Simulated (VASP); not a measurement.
Set up this calculation in VASP 6.6.1, as the native input.

| Property | Result |
| --- | --- |
| Task | dielectric tensor |
| Functional | r2SCAN |
| Potentials or basis | VASP PAW PBE potentials, release 64 (Ga_d, As) |
| Cutoff | 520 eV |
| k mesh | 6 × 6 × 6 |
| Occupations | gaussian, width 0.01 eV |
| Spin | no spin polarisation |
| Dipole correction | no |
| Further INCAR settings | ALGO = Normal; EDIFF = 1e-08 |

The structure of GaAs lies in POSCAR:

```
GaAs
1.0
    0.0000000000      2.8614159464      2.8090795023
    2.8614159464      0.0000000000      2.8090795023
    2.8614159464      2.8614159464      0.0000000000
Ga As
1 1
Direct
    0.0000000000      0.0000000000      0.0000000000
    0.2500000000      0.2500000000      0.2500000000
```

This cell differs from its parent crystal: epitaxial xy strain +1.0%.

The input as run:

INCAR

```
PREC     = Accurate       # precision mode
ENCUT    = 520            # plane-wave cutoff, eV
EDIFF    = 1E-8           # SCF threshold, eV
ISMEAR   = 0              # smearing method
SIGMA    = 0.01           # smearing width, eV
LREAL    = False          # projectors in reciprocal space
LASPH    = True           # aspherical terms in the spheres
NELM     = 60             # most SCF steps
ALGO     = Normal         # electronic algorithm
ISIF     = 2              # what is computed and relaxed
LWAVE    = False          # write WAVECAR
LCHARG   = False          # write CHGCAR
METAGGA  = R2SCAN         # meta-GGA
LMIXTAU  = True         
LCALCEPS = True
```

KPOINTS

```
regular mesh
0
Gamma
  6 6 6
```

Potentials or basis: VASP PAW PBE potentials, release 64 (Ga_d, As).

The run is started by

```bash
$ cat potpaw_PBE.64/Ga_d/POTCAR potpaw_PBE.64/As/POTCAR > POTCAR
$ mpirun -np 1 vasp_std > vasp.out
```

Results of the run:

```
Band gap on the k mesh                  : 0.78 eV
Electronic dielectric tensor (diagonal) : 11.27, 11.27, 11.18
Born charges (mean of the diagonal)     : Ga +2.17; As -2.17 e
```

Caveat: the cell differs from its parent crystal (epitaxial xy strain +1.0%); semilocal functionals underestimate gaps, and a narrow one can read as zero.

It took 70 min on 1 thread of Intel(R) Xeon(R) Platinum 8488C (Sapphire Rapids) (shared host), peak memory 0.41 GiB.
